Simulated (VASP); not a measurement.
Here is a VASP 6.6.1 calculation.

File INCAR:

```
  PREC = Accurate
  ENCUT = 520
  EDIFF = 1E-6
  ISMEAR = 0
  SIGMA = 0.15
  LREAL = F
  LASPH = T
  NELM = 80
  ALGO = Normal
  ISIF = 2
  LWAVE = F
  LCHARG = F
  GGA = PS
  NBANDS = 8
```

KPOINTS

```
regular mesh
0
Gamma
  16 16 16
```

File POSCAR:

```
Sb
1.0
    3.1600000000      0.0000000000      0.0000000000
    0.0000000000      3.1600000000      0.0000000000
    0.0000000000      0.0000000000      3.3180000000
Sb
1
Direct
    0.0000000000      0.0000000000      0.0000000000
```

Potentials or basis: VASP PAW PBE potentials, release 64 (Sb).

Command:

```bash
$ cat potpaw_PBE.64/Sb/POTCAR > POTCAR
$ mpirun -np 1 vasp_std > vasp.out
```

Question: What does it give for the pressure?

Answer: -6.3 GPa.

Stress tensor (GPa, compression positive):
```
-5.28  0.00  0.00
 0.00 -5.28  0.00
 0.00  0.00 -8.37
```

Caveat: the cell differs from its parent crystal (strain +0.000 along x and y, +0.050 along z); the PAW data sets were made with another functional, which shifts forces and pressure a little.
